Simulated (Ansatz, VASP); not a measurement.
**Sb in VASP and in Ansatz**

Contents of INCAR:

```
SYSTEM = Sb
ALGO = Normal
EDIFF = 1E-6
EDIFFG = -0.01
ENCUT = 600
GGA = RP
IBRION = 2
ISIF = 3
ISMEAR = -1
LASPH = .True.
LCHARG = .False.
LREAL = .False.
LWAVE = .False.
NELM = 80
NSW = 60
PREC = Accurate
SIGMA = 0.05
```

Contents of KPOINTS:

```
k-points
0
Gamma
  8 8 8
  0 0 0
```

File POSCAR:

```
Sb
1.0
    3.1600000000      0.0000000000      0.0000000000
    0.0000000000      3.1600000000      0.0000000000
    0.0000000000      0.0000000000      3.1600000000
Sb
1
Direct
    0.0000000000      0.0000000000      0.0000000000
```

Contents of input.yaml:

```yaml
crystal:
  lattice:
    - [3.16, 0.0, 0.0]
    - [0.0, 3.16, 0.0]
    - [0.0, 0.0, 3.16]
  atoms:
    - { symbol: Sb, position: [0.0, 0.0, 0.0] }
hamiltonian:
  xc: rpbe
  pseudopotentials: { kind: paw }
kpoints:
  mp_grid: { grid: [8, 8, 8] }
scf:
  occupations: { method: fermi_dirac, width: 0.05 }
output:
  forces: true
  stress: true
  eigenvalues: true
relax:
  f_tol: 0.01
  max_steps: 40
  cell: { stress_tol: 0.05 }
```

Alike in both runs: task relaxation of cell and atoms; functional RPBE; k mesh 8 × 8 × 8; occupations fermi-dirac, width 0.05 eV; no spin polarisation.

|  | VASP | Ansatz |
| --- | --- | --- |
| version | VASP 6.6.1 | Ansatz 0.2.0 |
| potentials or method | VASP PAW PBE potentials, release 64 (Sb) | Ansatz PAW |
| plane-wave cutoff (eV) | 600 | 420 |
| valence electrons in the cell | 5 | 15 |

VASP gave:

| Quantity | Value |
| --- | --- |
| gap on the k mesh at the Fermi level, each at its own relaxed structure (eV) | none |
| relaxed volume (Å³/atom) | 30.86 |
| relaxed cell length with the largest relative difference (Å) | 3.137 |

Question: Estimate Ansatz's values.

Answer: gap on the k mesh at the Fermi level, each at its own relaxed structure (eV): none; relaxed volume (Å³/atom): 30.92; relaxed cell length with the largest relative difference (Å): 3.139.

VASP's potentials were made for PBE, not for RPBE. A gap of «none» marks a metal or a gap that the smearing closes. VASP's potentials hold 5 valence electrons a cell and Ansatz's 15, so a difference there can come from the potentials and not from the codes.

Neither program's run includes spin-orbit coupling. Noted on Ansatz's run: the plane-wave basis is chosen anew once the cell has moved, so the energies of steps on either side of that aren't comparable.
